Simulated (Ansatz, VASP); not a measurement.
## One calculation of BaTiO3, two programs

```xyz
5
Lattice="3.9555 0.0000 0.0000 0.0000 3.9555 0.0000 0.0000 0.0000 3.9834" Properties=species:S:1:pos:R:3 pbc="T T T"
Ba    1.9777    1.9777    2.3069
Ti    0.0000    0.0000    0.3644
O     0.0000    1.9777    0.2603
O     1.9777    0.0000    0.2603
O     0.0000    0.0000    2.2255
```

Alike in both runs: task single point; functional PBEsol; k mesh 8 × 8 × 8; occupations gaussian, width 0.02 eV; no spin polarisation.

```csv
,VASP,Ansatz
version,VASP 6.6.1,Ansatz 0.2.0
potentials or method,"VASP PAW PBE potentials, release 64 (Ba_sv, Ti_sv, O), cutoff 520 eV","scalar-relativistic, plane waves, PAW"
valence electrons in the cell,40,40
```

|  | VASP | Ansatz | Ansatz less VASP |
| --- | --- | --- | --- |
| gap on the k mesh at the Fermi level (eV) | 1.79 | 1.86 | +0.072 |
| least direct gap on the mesh (eV) | 2.08 | 2.11 | +0.029 |
| pressure (GPa) | 3.8 | 1.8 | -2.05 |
| traceless stress, the component that is largest in VASP (GPa) | 0.71 | 0.66 | -0.050 |
| rms of the force components (eV/Å) | 0.017 | 0.001 | -0.0159 |

VASP's potentials were made for PBE, not for PBEsol. Atom by atom the forces differ by 0.017 eV/Å (rms over components).

Spin-orbit coupling is off throughout.
